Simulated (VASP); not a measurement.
Set up this calculation in VASP 6.6.1, as the native input.

```
Task                   : single point
Functional             : PBE
Dispersion             : D3(BJ)
Potentials or basis    : VASP PAW PBE potentials, release 64 (S, Pt)
Cutoff                 : 520 eV
k mesh                 : 9 × 9 × 1
Occupations            : gaussian, width 0.05 eV
Spin                   : no spin polarisation
Dipole correction      : yes
Further INCAR settings : ALGO = Normal; EDIFF = 1e-06; NBANDS = 31
```

The structure of PtS2 lies in POSCAR:

```
PtS2
1.0
    3.5415269801      0.0000000000      0.0000000000
   -1.7707634901      3.0670523330      0.0000000000
    0.0000000000      0.0000000000     22.4670671688
S Pt
4 2
Direct
    0.6666666667      0.3333333333      0.2002931654
    0.3333333333      0.6666666667      0.3108342327
    0.5000000000      1.3333333333      0.4550453118
    0.8333333333      1.0000000000      0.5655863791
    0.0000000000      0.0000000000      0.2555636990
    1.1666666667      1.6666666667      0.5103158454
```

One way to write it, as run:

INCAR

```
SYSTEM = PtS2
  PREC = Accurate
  ENCUT = 520
  EDIFF = 1E-6
  ISMEAR = 0
  SIGMA = 0.05
  LREAL = .FALSE.
  LASPH = .TRUE.
  NELM = 80
  ALGO = Normal
  ISIF = 2
  LWAVE = .FALSE.
  LCHARG = .TRUE.
  LDIPOL = .TRUE.
  IDIPOL = 3
  DIPOL = 0.5 0.5 0.383
  GGA = PE
  IVDW = 12
  LELF = .TRUE.
  LVHAR = .TRUE.
  LVACPOTAV = .TRUE.
  NBANDS = 31
```

KPOINTS

```
Automatic mesh
0
G
  9 9 1
  0 0 0
```

Potentials or basis: VASP PAW PBE potentials, release 64 (S, Pt).

The run is started by

```console
$ cat potpaw_PBE.64/S/POTCAR potpaw_PBE.64/Pt/POTCAR > POTCAR
$ mpirun -np 1 vasp_std > vasp.out
```

It gave:

```
Largest force              : 0.095 eV/Å
Band gap on the k mesh     : 1.36 eV, indirect (least direct gap 1.49 eV)
Dispersion energy per atom : -0.321 eV
```

Caveat: spin-orbit coupling is left out, which moves the levels of the heavy elements.

It took 11 min on 1 thread of AMD EPYC 7R13 Processor (Zen 3), on a shared host, peak memory 0.46 GiB.
